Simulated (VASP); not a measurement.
Runs of VASP 6.6.1 on LaLuAs2. The structure is that of space group R-3m (No. 166), or close to it. The cells are those of the table. 

```tsv
level	cell	k mesh	gap on the mesh (eV)	pressure (GPa)	largest force (eV/Å)
r2SCAN	a = 7.332 Å, angles 33.7°, 4 atoms	6 × 6 × 6	none	(a)	0.06
r2SCAN	a = 7.402 Å, angles 33.7°, 4 atoms	6 × 6 × 6	none	-3.9	0.07
PBE	a = 7.260 Å, angles 33.7°, 4 atoms	8 × 8 × 8	none	0.4	0.07
r2SCAN	a = 7.260 Å, angles 33.7°, 4 atoms	8 × 8 × 8	none	0.1	0.05
```

Alike in all rows: task single point; potentials or basis VASP PAW PBE potentials, release 64 (La, Lu, As); no spin polarisation; cutoff (eV) 520; smearing fermi-dirac 0.02 eV.

Q: Estimate the missing entries.

A: (a) -2.1.

Caveats: spin-orbit coupling is left out, which moves the levels of the heavy elements; semilocal functionals underestimate gaps, and a narrow one can read as zero (at least some runs); the PAW data sets were made with another functional, which shifts forces and pressure a little (at least some runs); the cell stands under tension (at least some runs).

A k mesh can miss the band edges, and the runs leave out spin-orbit coupling on As, La, Lu.

A gap of «none» marks levels without a gap at the run's occupations.
